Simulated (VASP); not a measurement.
# ZnSe (F-43m) in VASP: further runs

ZnSe is run at these levels: PBEsol; tasks: elastic constants.

All numbers are computed with VASP 6.6.1; they aren't measurements. Logs are shortened: lines on timing, memory, paths and dates and some standing lists are left out, and cuts for length are marked.

## Step 1: The cell of the first run

It takes space group F-43m (No. 216, cubic). Conventional cell: a = 5.417 Å, b = 5.417 Å, c = 5.417 Å, α = 90.00°, β = 90.00°, γ = 90.00°. Within 3.1 Å of Zn (site symmetry -43m) lie 4 Se at 2.35 Å. Within 3.1 Å of Se (site symmetry -43m) lie 4 Zn at 2.35 Å.

## Step 2: Elastic constants, PBEsol

INCAR

```
SYSTEM = ZnSe
ALGO = Normal
EDIFF = 1E-8
ENCUT = 600
GGA = PS
IBRION = 6
ISIF = 3
ISMEAR = 0
LASPH = .TRUE.
LCHARG = .FALSE.
LREAL = .FALSE.
LWAVE = .FALSE.
NBANDS = 16
NELM = 100
NFREE = 2
NSW = 1
POTIM = 0.015
PREC = Accurate
SIGMA = 0.01
```

KPOINTS

```
k-points
0
G
  8 8 8
  0 0 0
```

POSCAR

```
ZnSe
1.0
    0.0000000000      2.7082940149      2.7082940149
    2.7082940149      0.0000000000      2.7082940149
    2.7082940149      2.7082940149      0.0000000000
Zn Se
1 1
Direct
    0.0000000000      0.0000000000      0.0000000000
    0.7500000000      0.7500000000      0.7500000000
```

Potentials or basis: VASP PAW PBE potentials, release 64 (Zn, Se).

Started as:

```sh
$ cat potpaw_PBE.64/Zn/POTCAR potpaw_PBE.64/Se/POTCAR > POTCAR
$ mpirun -np 1 vasp_std > vasp.out
```

OUTCAR:

```text
SYSTEM = ZnSe
   EDIFF = 1E-8
   ENCUT = 600
   GGA = PS
   IBRION = 6
   ISIF = 3
   ISMEAR = 0
   LASPH = .TRUE.
   LREAL = .FALSE.
   NELM = 100
   NFREE = 2
   NSW = 1
   POTIM = 0.015
   PREC = Accurate

 ion  position               nearest neighbor table
   1  0.000  0.000  0.000-   2 2.35   2 2.35   2 2.35   2 2.35
   2  0.750  0.750  0.750-   1 2.35   1 2.35   1 2.35   1 2.35

  LATTYP: Found a face centered cubic cell.
 ALAT       =     5.4165880298

  Lattice vectors:

 A1 = (   0.0000000000,   2.7082940149,   2.7082940149)
 A2 = (   2.7082940149,   0.0000000000,   2.7082940149)
 A3 = (   2.7082940149,   2.7082940149,   0.0000000000)

Analysis of symmetry for initial positions (statically):
=====================================================================
 Subroutine PRICEL returns:
 Original cell was already a primitive cell.

 Routine SETGRP: Setting up the symmetry group for a
 face centered cubic supercell.

 Subroutine GETGRP returns: Found 24 space group operations
 (whereof 24 operations were pure point group operations)
 out of a pool of 48 trial point group operations.

The static configuration has the point symmetry T_d .

Analysis of symmetry for dynamics (positions and initial velocities):
=====================================================================
 Subroutine PRICEL returns:
 Original cell was already a primitive cell.

 Routine SETGRP: Setting up the symmetry group for a
 face centered cubic supercell.

 Subroutine GETGRP returns: Found 24 space group operations
 (whereof 24 operations were pure point group operations)
 out of a pool of 48 trial point group operations.

The dynamic configuration has the point symmetry T_d .

 Subroutine INISYM returns: Found 24 space group operations
 (whereof 24 operations are pure point group operations),
 and found     1 'primitive' translations
[... 339 lines left out ...]
 cond. band min:       4.4928565842   @ k =   0.0000   0.0000   0.0000
 fundamental gap:      1.7221110087
 Fermi energy:         2.8361873051

 k-point     1 :       0.0000    0.0000    0.0000
  band No.  band energies     occupation
      1     -11.5112      2.00000
      2      -4.4191      2.00000
      3      -4.4073      2.00000
      4      -4.3953      2.00000
      5      -3.9003      2.00000
      6      -3.9001      2.00000
[... 433 lines left out ...]
      3      -4.2334      2.00000
      4      -3.9678      2.00000
      5      -3.8924      2.00000
      6      -3.6198      2.00000
[... 8 lines left out ...]
     15      15.8345      0.00000
     16      16.8894      0.00000

 [... further k-points ...]
[... 5 lines left out ...]
  --------------------------------------------------------------------------------------
  -------------------------------------------------------------------------------------
  Total        2.5864216      2.5896428      2.5896428      0.0000000     -0.1618961      0.0000000
  in kB      104.3019610    104.4318609    104.4318609      0.0000000     -6.5287437      0.0000000
  external PRESSURE =     104.3885609 kB  Pullay stress =       0.0000000 kB
[... 17 lines left out ...]
  FREE ENERGIE OF THE ION-ELECTRON SYSTEM (eV)
  ---------------------------------------------------
  free  energy   TOTEN  =        -6.6220365633 eV

  energy  without entropy=       -6.6220365633  energy(sigma->0) =       -6.62203656

 INTERNAL STRAIN TENSORS FROM STRAINED CELLS
 ============================================

 INTERNAL STRAIN TENSOR FOR ION    1 for displacements in x,y,z  (eV/Angst):
          X           Y           Z          XY          YZ          ZX
  --------------------------------------------------------------------------------
  x     0.00000     0.00000     0.00000     0.00000   -10.79973    -0.00000
  y    -0.00000     0.00000    -0.00000    -0.00000     0.00000   -10.79975
  z    -0.00000     0.00000     0.00000   -10.79969     0.00000    -0.00000

 INTERNAL STRAIN TENSORS FROM DISPLACED ATOMS
 ============================================

 INTERNAL STRAIN TENSOR FOR ION    1 for displacements in x,y,z  (eV/Angst):
          X           Y           Z          XY          YZ          ZX
  --------------------------------------------------------------------------------
  x    -0.00000     0.00000     0.00000     0.00000   -10.79661     0.00000
  y     0.00000    -0.00000     0.00000     0.00000     0.00000   -10.79661
  z     0.00000     0.00000    -0.00000   -10.79661     0.00000     0.00000

 INTERNAL STRAIN TENSOR FOR ION    2 for displacements in x,y,z  (eV/Angst):
          X           Y           Z          XY          YZ          ZX
  --------------------------------------------------------------------------------
  x    -0.00000    -0.00000    -0.00000     0.00000    10.79190     0.00000
  y     0.00000    -0.00000     0.00000     0.00000     0.00000    10.79190
  z    -0.00000    -0.00000    -0.00000    10.79190     0.00000     0.00000

 Eigenvectors and eigenvalues of the dynamical matrix
 ----------------------------------------------------

   1 f  =    7.652788 THz    48.083884 2PiTHz  255.269524 cm-1    31.649373 meV
             X         Y         Z           dx          dy          dz
      0.000000  0.000000  0.000000     0.000000    0.739787    0.000000
      4.062441  4.062441  4.062441     0.000000   -0.672841    0.000000
[... 21 lines left out ...]
   6 f/i=    0.002165 THz     0.013603 2PiTHz    0.072218 cm-1     0.008954 meV
             X         Y         Z           dx          dy          dz
      0.000000  0.000000  0.000000     0.000000    0.000000   -0.672841
      4.062441  4.062441  4.062441     0.000000    0.000000   -0.739787

--------------------------------------------------------------------------------------------------------

 ELASTIC MODULI CONTR FROM IONIC RELAXATION (kBar)
 Direction    XX          YY          ZZ          XY          YZ          ZX
 --------------------------------------------------------------------------------
 XX          -0.0000     -0.0000     -0.0000      0.0000      0.0000     -0.0000
 YY          -0.0000     -0.0000     -0.0000      0.0000      0.0000     -0.0000
 ZZ          -0.0000     -0.0000     -0.0000     -0.0000      0.0000     -0.0000
 XY           0.0000      0.0000     -0.0000   -548.2290      0.0000      0.0000
 YZ           0.0000      0.0000      0.0000      0.0000   -548.2290      0.0000
 ZX          -0.0000     -0.0000     -0.0000      0.0000      0.0000   -548.2290
 --------------------------------------------------------------------------------

 TOTAL ELASTIC MODULI (kBar)
 Direction    XX          YY          ZZ          XY          YZ          ZX
 --------------------------------------------------------------------------------
 XX        1191.6427    894.0298    894.0298      0.0000     -0.0000      0.0000
 YY         894.0298   1191.6427    894.0298      0.0000      0.0000     -0.0000
 ZZ         894.0298    894.0298   1191.6427     -0.0000     -0.0000     -0.0000
 XY           0.0000      0.0000     -0.0000    385.1053      0.0000     -0.0000
 YZ          -0.0000      0.0000     -0.0000      0.0000    385.1053      0.0000
 ZX           0.0000     -0.0000     -0.0000     -0.0000      0.0000    385.1053
 --------------------------------------------------------------------------------
```

OSZICAR:

```text
N       E                     dE             d eps       ncg     rms          rms(c)
DAV:   1     0.922137601957E+02    0.92214E+02   -0.96660E+03   928   0.146E+03
DAV:   2    -0.118953862063E+01   -0.93403E+02   -0.87852E+02  1024   0.274E+02
DAV:   3    -0.690144545756E+01   -0.57119E+01   -0.56866E+01  1168   0.645E+01
[... 200 lines left out ...]
DAV:   3    -0.662204384019E+01    0.79340E-04   -0.12194E-04  3768   0.104E-01    0.428E-02
DAV:   4    -0.662203664007E+01    0.72001E-05   -0.32940E-05  3736   0.471E-02    0.797E-03
DAV:   5    -0.662203654642E+01    0.93651E-07   -0.47008E-06  3352   0.184E-02    0.245E-03
DAV:   6    -0.662203656189E+01   -0.15468E-07   -0.20702E-07  4016   0.349E-03    0.912E-04
DAV:   7    -0.662203656332E+01   -0.14309E-08   -0.14442E-08  3336   0.994E-04
  17 F= -.66220366E+01 E0= -.66220366E+01  d E =-.277315E-23
```

stdout:

```text
POSCAR found type information on POSCAR ZnSe
 POSCAR found :  2 types and       2 ions
 scaLAPACK will be used
 -----------------------------------------------------------------------------
|                                                                             |
|                                                                             |
|     You enforced a specific xc type in the INCAR file but a different       |
|     I HOPE YOU KNOW WHAT YOU ARE DOING!                                     |
|                                                                             |
[... 33 lines left out ...]
 Finite differences progress:
 bond charge predicted
 Finite differences progress:
 bond charge predicted
 Finite differences progress:
 bond charge predicted
 Finite differences progress:
 bond charge predicted
 Finite differences progress:
 bond charge predicted
 Finite differences progress:
```

Wall time 11 min (1 thread of Intel Xeon Platinum 8488C (Sapphire Rapids), shared host); peak memory 0.34 GiB.

Results:

| Quantity | Value |
| --- | --- |
| Elastic constants C11, C12, C44 | 119, 89, 39 GPa |
| Voigt bulk modulus | 99 GPa |
| Highest phonon frequency at Γ, LO-TO splitting left out | 255 cm⁻¹ |

Phonon frequencies in cm⁻¹ (negative: imaginary):
| q point | frequencies |
| --- | --- |
| (0.000, 0.000, 0.000) | 0 0 0 255 255 255 |

Elastic tensor in Voigt notation (GPa, in the Cartesian axes of the cell as first typed):
```
119  89  89   0   0   0
 89 119  89   0   0   0
 89  89 119   0   0   0
  0   0   0  39   0   0
  0   0   0   0  39   0
  0   0   0   0   0  39
```

Clamped-ion elastic tensor (GPa):
```
119  89  89   0   0   0
 89 119  89   0   0   0
 89  89 119   0   0   0
  0   0   0  93   0   0
  0   0   0   0  93   0
  0   0   0   0   0  93
```

Caveat: the cell is under stress, which shifts elastic constants; the PAW data sets were made with another functional, which shifts forces and pressure a little.

## Step 3: Elastic constants, PBEsol

This run uses another cell than the first one, of 20.47 Å³/atom.

INCAR

```
PREC = Accurate
ENCUT = 600
EDIFF = 1E-8
ISMEAR = 0
SIGMA = 0.01
LREAL = F
LASPH = T
NELM = 60
ALGO = Normal
ISIF = 3
LWAVE = F
LCHARG = F
GGA = PS
IBRION = 6
NFREE = 2
POTIM = 0.015
NSW = 1
```

KPOINTS

```
regular mesh
0
Gamma
  8 8 8
```

POSCAR

```
ZnSe
1.0
    0.0000000000      2.7354171582      2.7354171582
    2.7354171582      0.0000000000      2.7354171582
    2.7354171582      2.7354171582      0.0000000000
Zn Se
1 1
Direct
    0.0000000000      0.0000000000      0.0000000000
    0.7500000000      0.7500000000      0.7500000000
```

Potentials or basis: VASP PAW PBE potentials, release 64 (Zn, Se).

Started as:

```sh
$ cat potpaw_PBE.64/Zn/POTCAR potpaw_PBE.64/Se/POTCAR > POTCAR
$ mpirun -np 1 vasp_std > vasp.out
```

Wall time 8.5 min (1 thread of Intel Xeon Platinum 8488C (Sapphire Rapids), shared host); peak memory 0.31 GiB.

The run converged. Its results:

```
Elastic constants C11, C12, C44                         : 111, 79, 40 GPa
Voigt bulk modulus                                      : 89 GPa
Highest phonon frequency at Γ, LO-TO splitting left out : 244 cm⁻¹
```

Phonon frequencies in cm⁻¹ (negative: imaginary):
```csv
q point,frequencies
"(0.000, 0.000, 0.000)",0 0 0 244 244 244
```

Elastic tensor in Voigt notation (GPa, in the Cartesian axes of the cell as first typed):
```
111  79  79   0   0   0
 79 111  79   0   0   0
 79  79 111   0   0   0
  0   0   0  40   0   0
  0   0   0   0  40   0
  0   0   0   0   0  40
```

Clamped-ion elastic tensor (GPa):
```
111  79  79   0   0   0
 79 111  79   0   0   0
 79  79 111   0   0   0
  0   0   0  84   0   0
  0   0   0   0  84   0
  0   0   0   0   0  84
```

Caveat: the cell is under stress, which shifts elastic constants; the PAW data sets were made with another functional, which shifts forces and pressure a little.
